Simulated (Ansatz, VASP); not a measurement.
## One calculation of Ge, two programs

INCAR

```
SYSTEM = Ge
PREC = Accurate ; ENCUT = 600
EDIFF = 1E-6 ; ISMEAR = 0
SIGMA = 0.1 ; LREAL = .False.
LASPH = .True. ; NELM = 150
ALGO = Normal ; ISIF = 3
LWAVE = .False. ; LCHARG = .False.
MAGMOM = 0 0 0 0 0 0 ; LORBIT = 11
LSORBIT = .True. ; GGA_COMPAT = .False.
LORBMOM = .True. ; GGA = PE
IVDW = 12 ; IBRION = 2
NSW = 80 ; EDIFFG = -0.01
```

File KPOINTS:

```
regular mesh
0
Gamma
  6 6 6
  0 0 0
```

POSCAR

```
Ge
1.0
    0.0000000000      2.8289100000      2.8289100000
    2.8289100000      0.0000000000      2.8289100000
    2.8289100000      2.8289100000      0.0000000000
Ge
2
Direct
    0.2500000000      0.2500000000      0.2500000000
    0.0000000000      0.0000000000      0.0000000000
```

File input.yaml:

```yaml
crystal:
  lattice:
    - [0.0, 2.82891, 2.82891]
    - [2.82891, 0.0, 2.82891]
    - [2.82891, 2.82891, 0.0]
  atoms:
    - { symbol: Ge, position: [0.25, 0.25, 0.25] }
    - { symbol: Ge, position: [0.0, 0.0, 0.0] }
kpoints:
  mp_grid: { grid: [6, 6, 6] }
scf:
  occupations: { method: gaussian, width: 0.1 }
hamiltonian:
  xc: pbe
  dispersion: d3bj
  pseudopotentials: { kind: all_electron, lapw: { basis_error: 0.001 } }
magnetization:
  noncollinear: true
  spin_orbit: true
output:
  forces: true
  stress: true
relax:
  f_tol: 0.01
  max_steps: 60
  cell: {}
```

Alike in both runs: task relaxation of cell and atoms; functional PBE; dispersion D3(BJ); k mesh 6 × 6 × 6; occupations gaussian, width 0.1 eV; non-collinear spin, spin-orbit coupling.

|  | VASP | Ansatz |
| --- | --- | --- |
| version | VASP 6.6.1 | Ansatz 0.2.0 |
| potentials or method | VASP PAW PBE potentials, release 64 (Ge_d), cutoff 600 eV | all-electron LAPW, relativistic spinors |

```tsv
	VASP	Ansatz	Ansatz less VASP
net moment per atom (μB)	0.00	0.00	0.000
relaxed volume (Å³/atom)	23.20	23.19	-0.010
relaxed cell length with the largest relative difference (Å)	4.034	4.033	-0.0006
```

Ansatz ran all-electron here, and VASP with PAW potentials.

Noted on Ansatz's run: the k mesh is thin for a metal, which can move the energy by tens of meV per atom.
